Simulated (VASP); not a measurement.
Crystal: As.

```xyz
2
Lattice="1.9177 1.1072 3.5830 -1.9177 1.1072 3.5830 0.0000 -2.2144 3.5830" Properties=species:S:1:pos:R:3 pbc="T T T"
As    0.0000    0.0000    2.4293
As    0.0000    0.0000    8.3197
```

Base run:

| Item | Value |
| --- | --- |
| Program | VASP 6.6.1 |
| Functional | r2SCAN |
| Potentials or basis | VASP PAW PBE potentials, release 64 (As) |
| Cutoff | 520 eV |
| k mesh | 9 × 9 × 9 |
| Occupations | fermi-dirac, width 0.05 eV |
| Spin | no spin polarisation |

Its results: band gap on the k mesh zero (band 5 reaches 4.79 eV, above the bottom of band 6 at 4.72 eV); pressure -2.3 GPa; largest force 0.182 eV/Å.

Question: The run is repeated on the same cell with these changes: functional from r2SCAN to PBE. What comes out?

Answer: Band gap on the k mesh zero (band 5 reaches 4.82 eV, above the bottom of band 6 at 4.73 eV); pressure -0.4 GPa; largest force 0.098 eV/Å.

Caveats: the PAW data sets were made with another functional, which shifts forces and pressure a little (some runs).
